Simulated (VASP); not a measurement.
# TaSi (rocksalt type) (Fm-3m) in VASP: a series of runs

Runs on TaSi (rocksalt type). Level: PBE. Tasks: single point.

All numbers are computed with VASP 6.6.1; they aren't measurements. Logs are shortened: lines on timing, memory, paths and dates and some standing lists are left out, and cuts for length are marked.

### 1 The cell of the first run

The structure is cubic, space group Fm-3m (No. 225). Conventional cell: a = 3.946 Å, b = 3.946 Å, c = 3.946 Å, α = 90.00°, β = 90.00°, γ = 90.00°. Within 2.6 Å of Ta (site symmetry m-3m) lie 6 Si at 1.97 Å. Within 2.6 Å of Si (site symmetry m-3m) lie 6 Ta at 1.97 Å.

### 2 Single point, PBE (7.68 Å³/atom)

POSCAR reads:

```
TaSi
1.0
    0.0000000000      1.9731825010      1.9731825010
    1.9731825010      0.0000000000      1.9731825010
    1.9731825010      1.9731825010      0.0000000000
Ta Si
1 1
Direct
    0.0000000000      0.0000000000      0.0000000000
    0.5000000000      0.5000000000      0.5000000000
```

INCAR.step1 reads:

```
SYSTEM = TaSi
PREC = Accurate
ENCUT = 520
EDIFF = 1E-6
ISMEAR = -1
SIGMA = 0.05
LREAL = .False.
LASPH = .True.
NELM = 80
ALGO = Normal
ISIF = 2
LWAVE = .False.
LCHARG = .True.
LMAXMIX = 4
GGA = PE
NBANDS = 14
```

KPOINTS.step1 reads:

```
Automatic mesh
0
Gamma
  14 14 14
  0 0 0
```

INCAR.step2 reads:

```
SYSTEM = TaSi
PREC = Accurate
ENCUT = 520
EDIFF = 1E-6
ISMEAR = -5
SIGMA = 0.05
LREAL = .False.
LASPH = .True.
NELM = 80
ALGO = Normal
ISIF = 2
LWAVE = .False.
LCHARG = .False.
LMAXMIX = 4
GGA = PE
LORBIT = 10
NEDOS = 2001
ICHARG = 11
```

KPOINTS.step2 reads:

```
Automatic mesh
0
Gamma
  21 21 21
  0 0 0
```

Potentials or basis: VASP PAW PBE potentials, release 64 (Ta_pv, Si).

On the command line:

```bash
$ cat potpaw_PBE.64/Ta_pv/POTCAR potpaw_PBE.64/Si/POTCAR > POTCAR
$ cp INCAR.step1 INCAR
$ cp KPOINTS.step1 KPOINTS
$ mpirun -np 1 vasp_std > vasp.out
$ cp INCAR.step2 INCAR
$ cp KPOINTS.step2 KPOINTS
$ mpirun -np 1 vasp_std > vasp.out
```

OUTCAR:

```text
SYSTEM = TaSi
   PREC = Accurate
   ENCUT = 520
   EDIFF = 1E-6
   ISMEAR = -5
   LREAL = .False.
   LASPH = .True.
   NELM = 80
   ISIF = 2
   GGA = PE
   LORBIT = 10
   ICHARG = 11

 ion  position               nearest neighbor table
   1  0.000  0.000  0.000-   2 1.97   2 1.97   2 1.97   2 1.97   2 1.97   2 1.97
   2  0.500  0.500  0.500-   1 1.97   1 1.97   1 1.97   1 1.97   1 1.97   1 1.97

  LATTYP: Found a face centered cubic cell.
 ALAT       =     3.9463650020

  Lattice vectors:

 A1 = (   0.0000000000,   1.9731825010,   1.9731825010)
 A2 = (   1.9731825010,   0.0000000000,   1.9731825010)
 A3 = (   1.9731825010,   1.9731825010,   0.0000000000)

Analysis of symmetry for initial positions (statically):
=====================================================================
 Subroutine PRICEL returns:
 Original cell was already a primitive cell.

 Routine SETGRP: Setting up the symmetry group for a
 face centered cubic supercell.

 Subroutine GETGRP returns: Found 48 space group operations
 (whereof 48 operations were pure point group operations)
 out of a pool of 48 trial point group operations.

The static configuration has the point symmetry O_h .

Analysis of symmetry for dynamics (positions and initial velocities):
=====================================================================
 Subroutine PRICEL returns:
 Original cell was already a primitive cell.

 Routine SETGRP: Setting up the symmetry group for a
 face centered cubic supercell.

 Subroutine GETGRP returns: Found 48 space group operations
 (whereof 48 operations were pure point group operations)
 out of a pool of 48 trial point group operations.

The dynamic configuration has the point symmetry O_h .

 Subroutine INISYM returns: Found 48 space group operations
 (whereof 48 operations are pure point group operations),
 and found     1 'primitive' translations

----------------------------------------------------------------------------------------

                                     Primitive cell

  volume of cell :      15.3650

  direct lattice vectors                    reciprocal lattice vectors
     0.000000000  1.973182501  1.973182501    -0.253397747  0.253397747  0.253397747
     1.973182501  0.000000000  1.973182501     0.253397747 -0.253397747  0.253397747
     1.973182501  1.973182501  0.000000000     0.253397747  0.253397747 -0.253397747

  length of vectors
     2.790501454  2.790501454  2.790501454     0.438897772  0.438897772  0.438897772

  position of ions in fractional coordinates (direct lattice)
     0.000000000  0.000000000  0.000000000
     0.500000000  0.500000000  0.500000000

  ion indices of the primitive-cell ions
   primitive index   ion index
                 1           1
                 2           2

----------------------------------------------------------------------------------------

 KPOINTS: Automatic mesh

Automatic generation of k-mesh.
 Grid dimensions read from file:
 generate k-points for:   21   21   21

 Generating k-lattice:

  Cartesian coordinates                     Fractional coordinates (reciprocal lattice)
    -0.012066559  0.012066559  0.012066559     0.047619048  0.000000000  0.000000000
     0.012066559 -0.012066559  0.012066559     0.000000000  0.047619048  0.000000000
     0.012066559  0.012066559 -0.012066559     0.000000000  0.000000000  0.047619048

  Length of vectors
     0.020899894  0.020899894  0.020899894

  Shift w.r.t. Gamma in fractional coordinates (k-lattice)
     0.000000000  0.000000000  0.000000000

 TETIRR: Found   1276 inequivalent tetrahedra from    55566

 Subroutine IBZKPT returns following result:
 ===========================================

 Found    286 irreducible k-points:

 Following reciprocal coordinates:
            Coordinates               Weight
  0.000000  0.000000  0.000000      1.000000
  0.047619  0.000000  0.000000      8.000000
  0.095238  0.000000  0.000000      8.000000
  0.142857  0.000000  0.000000      8.000000
  0.190476  0.000000  0.000000      8.000000
  0.238095  0.000000  0.000000      8.000000
[... 16 lines left out ...]
 -0.428571  0.047619  0.000000     24.000000
 -0.380952  0.047619  0.000000     24.000000
 [... further k-points ...]
   k-points           NKPTS =    286   k-points in BZ     NKDIM =    286   number of bands    NBANDS=     11
   number of dos      NEDOS =   2001   number of ions     NIONS =      2
   total plane-waves  NPLWV =  13824
   dimension x,y,z NGX =    24 NGY =   24 NGZ =   24
   dimension x,y,z NGXF=    48 NGYF=   48 NGZF=   48
   ions per type =               1   1
   NGX,Y,Z   is equivalent  to a cutoff of  14.30, 14.30, 14.30 a.u.
   NGXF,Y,Z  is equivalent  to a cutoff of  28.60, 28.60, 28.60 a.u.
 SYSTEM =  TaSi
   PREC   = accura    normal or accurate (medium, high low for compatibility)
   ISTART =      0    job   : 0-new  1-cont  2-samecut
   ICHARG =     11    charge: 1-file 2-atom 10-const
   ISPIN  =      1    spin polarized calculation?
   LNONCOLLINEAR =      F non collinear calculations
   LSORBIT =      F    spin-orbit coupling
   LASPH  =      T    aspherical Exc in radial PAW
   ENCUT  =  520.0 eV  38.22 Ry    6.18 a.u.   5.19  5.19  5.19*2*pi/ulx,y,z
   NELM   =     80;   NELMIN=  2; NELMDL=  0     # of ELM steps
   EDIFF  = 0.1E-05   stopping-criterion for ELM
   LREAL  =      F    real-space projection
[... 7 lines left out ...]
   TEBEG  =    0.0;   TEEND  =   0.0 temperature during run
   PSTRESS=    0.0 pullay stress
   NELECT =      15.0000    total number of electrons
   NUPDOWN=      -1.0000    fix difference up-down
   EMIN   =  10.00;   EMAX   =-10.00  energy-range for DOS
   EFERMI =   0.00;   METHOD = LEGACY
   ISMEAR =    -5;   SIGMA  =   0.05  broadening in eV -4-tet -1-fermi 0-gaus
   EFERMI_NEDOS =   21; number of points for ismear=-14 and -15
   IALGO  =     38    algorithm
   IMIX   =      4    mixing-type and parameters
     AMIX     =   0.40;   BMIX     =  1.00
     AMIX_MAG =   1.60;   BMIX_MAG =  1.00
  volume/ion in A,a.u.               =       7.68        51.84
  Fermi-wavevector in a.u.,A,eV,Ry     =   1.624032  3.068976 35.885106  2.637481
  Thomas-Fermi vector in A             =   2.717385
   LORBIT       =     10    0 simple, 1 ext, 2 COOP (PROOUT), +10 PAW based schemes
   GGA     = PE    functional components
   LHFCALC =     F    Hartree Fock is set to
   AEXX    =    0.0000 exact exchange contribution
   IVDW    =     0    specifies the selected vdW correction
   LEPSILON=     F    determine dielectric tensor
   LRPA    =     F    only Hartree local field effects (RPA)
 non-spin polarized calculation
 Fermi weights with tetrahedron method with Bloechl corrections
  energy-cutoff  :      520.00
  volume of cell :       15.36
 maximum number of plane-waves:       432
 NGX is ok and might be reduce to    24

 number of electron      14.9999999 magnetization

 Free energy of the ion-electron system (eV)
  ---------------------------------------------------
  ext. energy  EPLUGINS =         0.00000000
  ---------------------------------------------------
  free energy    TOTEN  =         0.69358452 eV

  energy without entropy =        0.69358452  energy(sigma->0) =        0.69358452

 E-fermi :  18.2718     XC(G=0): -15.8232

 val. band max:       18.3215719899   @ k =   0.3333   0.0000   0.0000
 cond. band min:      18.2460962860   @ k =  -0.2857   0.0476   0.0000
 fundamental gap:     -0.0754757038
 Fermi energy:        18.2717671737

 k-point     1 :       0.0000    0.0000    0.0000
  band No.  band energies     occupation
      1     -15.7008      2.00000
      2     -15.7008      2.00000
      3     -15.7008      2.00000
      4       1.8874      2.00000
      5      12.9175      2.00000
      6      12.9175      2.00000
      7      12.9175      2.00000
      8      15.4393      2.00000
      9      15.4393      2.00000
     10      24.3009      0.00000
     11      24.3009      0.00000

 k-point     2 :       0.0476    0.0000    0.0000
  band No.  band energies     occupation
      1     -15.7803      2.00000
      2     -15.7105      2.00000
      3     -15.7105      2.00000
      4       2.0281      2.00000
      5      12.8035      2.00000
      6      12.9839      2.00000
      7      12.9839      2.00000
      8      15.3345      2.00000
      9      15.3345      2.00000
     10      24.2494      0.00000
     11      24.5639      0.00000

 k-point     3 :       0.0952    0.0000    0.0000
  band No.  band energies     occupation
      1     -16.0060      2.00000
      2     -15.7384      2.00000
      3     -15.7384      2.00000
      4       2.4315      2.00000
      5      12.5064      2.00000
      6      13.1406      2.00000
      7      13.1406      2.00000
      8      15.1088      2.00000
      9      15.1088      2.00000
     10      24.0593      0.00000
     11      25.3039      0.00000
[... 267 lines left out ...]
 k-point    23 :      -0.4286    0.0476    0.0000
  band No.  band energies     occupation
      1     -18.4942      2.00000
      2     -16.1628      2.00000
      3     -16.1028      2.00000
      4       6.1805      2.00000
      5      11.0611      2.00000
      6      11.2867      2.00000
      7      13.2721      2.00000
      8      20.8001      0.00000
      9      21.5994      0.00000
     10      23.2209      0.00000
     11      26.2382      0.00000

 k-point    24 :      -0.3810    0.0476    0.0000
  band No.  band energies     occupation
      1     -18.3234      2.00000
      2     -16.1427      2.00000
      3     -16.0650      2.00000
      4       6.0906      2.00000
      5      11.2660      2.00000
      6      11.4304      2.00000
      7      12.7578      2.00000
      8      19.4884     -0.04948
      9      20.6697      0.00000
     10      22.8716      0.00000
     11      27.6980      0.00000

 [... further k-points ...]

------------------------ aborting loop because EDIFF is reached ----------------------------------------

  FORCE on cell =-STRESS in cart. coord.  units (eV):
  Direction    XX          YY          ZZ          XY          YZ          ZX
  --------------------------------------------------------------------------------------
  -------------------------------------------------------------------------------------
  Total       56.0771929     56.0771929     56.0771929      0.0000000      0.0000000     -0.0000000
  in kB     5847.4307401   5847.4307401   5847.4307401      0.0000000      0.0000000     -0.0000000
  external PRESSURE =    5847.4307401 kB  Pullay stress =       0.0000000 kB

 VOLUME and BASIS-vectors are now :
 -----------------------------------------------------------------------------
  energy-cutoff  :      520.00
  volume of cell :       15.36
      direct lattice vectors                 reciprocal lattice vectors
     0.000000000  1.973182501  1.973182501    -0.253397747  0.253397747  0.253397747
     1.973182501  0.000000000  1.973182501     0.253397747 -0.253397747  0.253397747
     1.973182501  1.973182501  0.000000000     0.253397747  0.253397747 -0.253397747

 POSITION                                       TOTAL-FORCE (eV/Angst)
 -----------------------------------------------------------------------------------
      0.00000      0.00000      0.00000         0.000000      0.000000     -0.000000
      1.97318      1.97318      1.97318         0.000000      0.000000      0.000000
 -----------------------------------------------------------------------------------
    total drift:                               -0.000000      0.000000     -0.000000

  FREE ENERGIE OF THE ION-ELECTRON SYSTEM (eV)
  ---------------------------------------------------
  free  energy   TOTEN  =         0.6935845187 eV

  energy  without entropy=        0.6935845187  energy(sigma->0) =        0.69358452

 total charge

# of ion       s       p       d       tot
------------------------------------------
    1        0.520   6.537   4.584  11.641
    2        1.011   1.577   0.000   2.587
--------------------------------------------------
tot          1.530   8.114   4.584  14.228
```

Wall time 17 s (1 thread of Intel Xeon 6975P-C (Granite Rapids), shared host); peak memory 0.18 GiB.

Results:

```yaml
Valence_electrons_inside_the_program's_atomic_spheres: Ta 11.64; Si 2.59
```

Caveat: spin-orbit coupling is left out, which moves the levels of the heavy elements; tetrahedron occupations give inexact forces and stress in metals.

(Continued in part 2 of 2.)
